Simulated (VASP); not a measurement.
Ru: single point with PBE

Ru:

```
CELL_PARAMETERS angstrom
0.00000 2.30023 2.30023
2.30023 0.00000 2.30023
2.30023 2.30023 0.00000
ATOMIC_POSITIONS crystal
Ru 0.87500 0.87500 0.87500
Ru 0.12500 0.12500 0.12500
```

This cell differs from its parent crystal: volume scaled by 0.6.

```json
{
 "Program": "VASP 6.6.1",
 "Task": "single point",
 "Functional": "PBE",
 "Potentials or basis": "VASP PAW PBE potentials, release 64 (Ru_pv)",
 "Cutoff": "520 eV",
 "k mesh": "14 × 14 × 14",
 "Occupations": "fermi-dirac, width 0.05 eV",
 "Spin": "no spin polarisation"
}
```

The pressure is 274.4 GPa and the band gap on the k mesh is zero (band 14 reaches 16.22 eV, above the bottom of band 15 at 14.64 eV).

Levels at points of the mesh, in eV from the Fermi level:
```csv
k point,band 10,band 11,band 12,band 13,band 14,band 15,band 16,band 17,band 18,band 19
"(0.00, 0.00, 0.00)",-5.22,-5.22,-5.22,-0.55,-0.55,-0.55,4.02,4.02,10.62,10.66
"(0.50, 0.00, 0.00)",-6.26,-6.26,-4.59,-0.39,0.85,0.85,2.89,2.89,5.33,10.63
"(0.50, 0.50, 0.00)",-6.29,-2.96,-2.96,-0.74,-0.74,3.26,3.26,5.24,5.24,7.22
```

It took 21 s on 1 thread of AMD EPYC 9R45 96-Core Processor (Zen 5) (shared host), peak memory 0.13 GiB.
